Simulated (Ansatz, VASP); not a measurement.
Two plane-wave programs on Pt

File INCAR:

```
PREC = Accurate ; ENCUT = 520
EDIFF = 1E-6 ; ISMEAR = 1
SIGMA = 0.01 ; LREAL = F
LASPH = T ; NELM = 100
ALGO = Normal ; ISIF = 2
LWAVE = F ; LCHARG = F
NBANDS = 11
```

KPOINTS

```
Automatic mesh
0
Gamma
  14 14 14
```

Contents of POSCAR:

```
Pt
1.0
    0.0000000000      1.9474302061      1.9474302061
    1.9474302061      0.0000000000      1.9474302061
    1.9474302061      1.9474302061      0.0000000000
Pt
1
Direct
    0.0000000000      0.0000000000      0.0000000000
```

Input for Ansatz:

```yaml
crystal:
  lattice:
    - [0.0, 1.9474302061, 1.9474302061]
    - [1.9474302061, 0.0, 1.9474302061]
    - [1.9474302061, 1.9474302061, 0.0]
  atoms:
    - { symbol: Pt, position: [0.0, 0.0, 0.0] }
hamiltonian:
  xc: lda
  pseudopotentials:
    kind: paw
    azcp:
      Pt: "pseudopotentials/Pt.paw.azcp"
basis:
  ecutwfc: 420
  fft_grid_basis: typed
kpoints:
  mp_grid: { grid: [14, 14, 14], shift: [0, 0, 0] }
magnetization:
  spin_polarized: false
scf:
  occupations: { method: cold, width: 0.01 }
  lower_state_search: "off"
output:
  stress: true
```

Alike in both runs: task single point; functional LDA; k mesh 14 × 14 × 14; no spin polarisation.

```csv
,VASP,Ansatz
version,VASP 6.6.1,Ansatz 0.2.0
potentials or method,"VASP PAW LDA potentials, release 64 (Pt), cutoff 520 eV","plane waves (420 eV) with PAW, scalar-relativistic"
occupations,"methfessel-paxton of order 1, width 0.01 eV","cold, width 0.01 eV"
valence electrons in the cell,10,18
```

```tsv
	VASP	Ansatz	Ansatz less VASP
pressure (GPa)	0.3	-0.5	-0.75
```

Ansatz warns that its potentials were made for another functional, while VASP's fit it. LDA's correlation is that of Perdew and Zunger in VASP and of Perdew and Wang (1992) in Ansatz. VASP's potentials hold 10 valence electrons a cell and Ansatz's 18, so a difference there can come from the potentials and not from the codes.

Neither program's run includes spin-orbit coupling.
